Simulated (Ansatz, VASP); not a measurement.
## One calculation of W, two programs

Contents of INCAR:

```
ALGO = Normal ; EDIFF = 1E-6
ENCUT = 520 ; GGA = CA
ISIF = 2 ; ISMEAR = -1
LASPH = True ; LCHARG = False
LREAL = False ; LWAVE = False
NBANDS = 13 ; NELM = 80
PREC = Accurate ; SIGMA = 0.05
```

KPOINTS

```
k-points
0
Gamma
  14 14 14
```

File POSCAR:

```
W
1.0
    0.0000000000      2.0232106516      2.0232106516
    2.0232106516      0.0000000000      2.0232106516
    2.0232106516      2.0232106516      0.0000000000
W
1
Direct
    0.0000000000      0.0000000000      0.0000000000
```

Input for Ansatz:

```yaml
crystal:
  lattice:
    - [0.0, 2.0232106516, 2.0232106516]
    - [2.0232106516, 0.0, 2.0232106516]
    - [2.0232106516, 2.0232106516, 0.0]
  atoms:
    - { symbol: W, position: [0.0, 0.0, 0.0] }
kpoints:
  mp_grid: { grid: [14, 14, 14] }
  band_path:
    path:
      - [0.0, 0.0, 0.0]
      - [0.5, 0.0, 0.5]
      - [0.625, 0.25, 0.625]
      - [0.375, 0.375, 0.75]
      - [0.0, 0.0, 0.0]
      - [0.5, 0.5, 0.5]
      - [0.5, 0.25, 0.75]
      - [0.5, 0.0, 0.5]
    npoints: 5
scf:
  occupations: { method: fermi_dirac, width: 0.05 }
hamiltonian:
  xc: lda
  pseudopotentials: { kind: all_electron, lapw: { basis_error: 0.00025 } }
output:
  forces: true
  stress: true
  eigenvalues: true
```

Change from the starting cell: volume scaled by 0.99.

Alike in both runs: task single point; functional LDA; k mesh 14 × 14 × 14; occupations fermi-dirac, width 0.05 eV; no spin polarisation.

|  | VASP | Ansatz |
| --- | --- | --- |
| version | VASP 6.6.1 | Ansatz 0.2.0 |
| potentials or method | VASP PAW LDA potentials, release 64 (W_sv), cutoff 520 eV | all-electron LAPW, scalar-relativistic |

|  | VASP | Ansatz | Ansatz less VASP |
| --- | --- | --- | --- |
| pressure (GPa) | -13.8 | -15.2 | -1.40 |

LDA's correlation is that of Perdew and Zunger in VASP and of Perdew and Wang (1992) in Ansatz. Ansatz ran all-electron here, and VASP with PAW potentials.

Neither program's run includes spin-orbit coupling.
